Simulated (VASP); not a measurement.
Set up this calculation in VASP 6.6.1, as the native input.

```yaml
Task: single point
Functional: PBEsol
Potentials_or_basis: VASP PAW PBE potentials, release 64 (Pb_d, S)
Cutoff: 520 eV
k_mesh: 6 × 6 × 6
Occupations: fermi-dirac, width 0.01 eV
Spin: no spin polarisation
Dipole_correction: no
Further_INCAR_settings: ALGO = Normal; EDIFF = 1e-06; NBANDS = 17
```

The structure of PbS lies in POSCAR:

```
PbS
1.0
    4.0896980000      0.0000000000      0.0000000000
   -2.0448490000      3.5417820000      0.0000000000
    0.0000000000      0.0000000000      3.7881670000
Pb S
1 1
Direct
    0.0000000000      0.0000000000      0.0000000000
    0.6666666667      0.3333333333      0.5000000000
```

The input as run:

INCAR

```
PREC = Accurate ; ENCUT = 520
EDIFF = 1E-6 ; ISMEAR = -1
SIGMA = 0.01 ; LREAL = False
LASPH = True ; NELM = 100
ALGO = Normal ; ISIF = 2
LWAVE = False ; LCHARG = False
GGA = PS ; NBANDS = 17
```

KPOINTS

```
Automatic mesh
0
Gamma
  6 6 6
```

Potentials or basis: VASP PAW PBE potentials, release 64 (Pb_d, S).

The run is started by

```sh
$ cat potpaw_PBE.64/Pb_d/POTCAR potpaw_PBE.64/S/POTCAR > POTCAR
$ mpirun -np 1 vasp_std > vasp.out
```

It gave:

The pressure is -3.0 GPa and the band gap on the k mesh is zero (band 10 reaches 5.18 eV, above the bottom of band 11 at 4.64 eV).

Caveat: the PAW data sets were made with another functional, which shifts forces and pressure a little; spin-orbit coupling is left out, which moves the levels of the heavy elements.

It took 24 s on 1 thread of Intel Xeon 8259CL (shared host), peak memory 0.17 GiB.
